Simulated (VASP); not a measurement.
Here is a VASP 6.6.1 calculation.

Contents of INCAR:

```
SYSTEM = Ga2AsSe4
PREC = Accurate ; ENCUT = 520
EDIFF = 1E-6 ; ISMEAR = 0
SIGMA = 0.01 ; LREAL = .False.
LASPH = .True. ; NELM = 100
ALGO = Normal ; ISIF = 2
LWAVE = .False. ; LCHARG = .True.
GGA = PE ; LVHAR = .True.
NBANDS = 68 ; KPAR = 4
```

Contents of KPOINTS:

```
regular mesh
0
Gamma
  12 12 2
  0 0 0
```

File POSCAR:

```
Ga2AsSe4
1.0
    3.8614880220      0.0000000000      0.0000000000
   -1.9307440110      3.3441467235      0.0000000000
    0.0000000000      0.0000000000     30.0002134035
Ga As Se
4 2 8
Direct
    0.6666666667      0.3333333333      0.7440924972
    0.0000000000      0.0000000000      0.0410389449
    1.0000000000      1.0000000000      0.9589610551
    0.3333333333      0.6666666667      0.2559075028
    1.0000000000      1.0000000000      0.6102825830
    0.0000000000      0.0000000000      0.3897174170
    0.0000000000      0.0000000000      0.7818772330
    0.6666666667      0.3333333333      0.6656405564
    0.3333333333      0.6666666667      0.5620913939
    0.3333333333      0.6666666667      0.0793130932
    0.6666666667      0.3333333333      0.9206869068
    1.0000000000      1.0000000000      0.2181227670
    0.3333333333      0.6666666667      0.3343594436
    0.6666666667      0.3333333333      0.4379086061
```

Potentials or basis: VASP PAW PBE potentials, release 64 (Ga_d, As, Se).

Launch:

```sh
$ cat potpaw_PBE.64/Ga_d/POTCAR potpaw_PBE.64/As/POTCAR potpaw_PBE.64/Se/POTCAR > POTCAR
$ mpirun -np 4 vasp_std > vasp.out
```

Problem. What does it give for the pressure?

Solution. 0.1 GPa.

Problem. What does it give for the band gap on the k mesh?

Solution. 0.26 eV (least direct gap 0.72 eV).

Problem. Predict the largest force.

Solution. 0.025 eV/Å.

Forces in eV/Å, atoms in the order of the input:
```
Ga   0.000  0.000 -0.005
Ga   0.000  0.000 -0.019
Ga   0.000  0.000  0.019
Ga   0.000  0.000  0.005
As   0.000  0.000  0.015
As   0.000  0.000 -0.015
Se   0.000  0.000  0.021
Se   0.000  0.000 -0.015
Se   0.000  0.000 -0.017
Se   0.000  0.000  0.025
Se   0.000  0.000 -0.025
Se   0.000  0.000 -0.021
Se   0.000  0.000  0.015
Se   0.000  0.000  0.017
```

Caveat: this functional lacks dispersion, which binds layers or chains, so the pressure and a relaxed spacing across them are unreliable. A k mesh can miss the band edges.
